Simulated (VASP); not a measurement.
# Cu: single point with PBEsol

Cu:

```
Cu
1.0
     0.00000    1.83461    1.75327
     1.83461    0.00000    1.75327
     1.83461    1.83461    0.00000
Cu
1
Direct
  0.00000 0.00000 0.00000
```

This cell differs from its parent crystal: strain +0.015 along x and y, -0.030 along z.

```
Program             : VASP 6.6.1
Task                : single point
Functional          : PBEsol
Potentials or basis : VASP PAW PBE potentials, release 64 (Cu)
Cutoff              : 520 eV
k mesh              : 22 × 22 × 22
Occupations         : gaussian, width 0.15 eV
Spin                : no spin polarisation
```

- Pressure: -5.6 GPa

Stress tensor (GPa, compression positive):
```
-6.39  0.00  0.00
 0.00 -6.39  0.00
 0.00  0.00 -4.14
```

Levels at points of the mesh, in eV from the Fermi level:
```
           k point  band 4  band 5  band 6  band 7  band 8  band 9
(0.00, 0.00, 0.00)   -2.87   -2.30   -2.08   22.64   25.18   25.18
(0.50, 0.00, 0.00)   -1.66   -1.57   -1.02    3.76   20.70   21.31
(0.50, 0.50, 0.00)   -1.47   -1.47    2.14    7.92   12.34   12.34
(0.50, 0.00, 0.50)   -1.55   -1.42    1.15    6.72   13.40   13.47
```

Run time: 42 s on 1 thread of AMD EPYC 9R45 96-Core Processor (Zen 5) (shared host), peak memory 0.19 GiB.

Caveat: the cell differs from its parent crystal (strain +0.015 along x and y, -0.030 along z); the PAW data sets were made with another functional, which shifts forces and pressure a little.
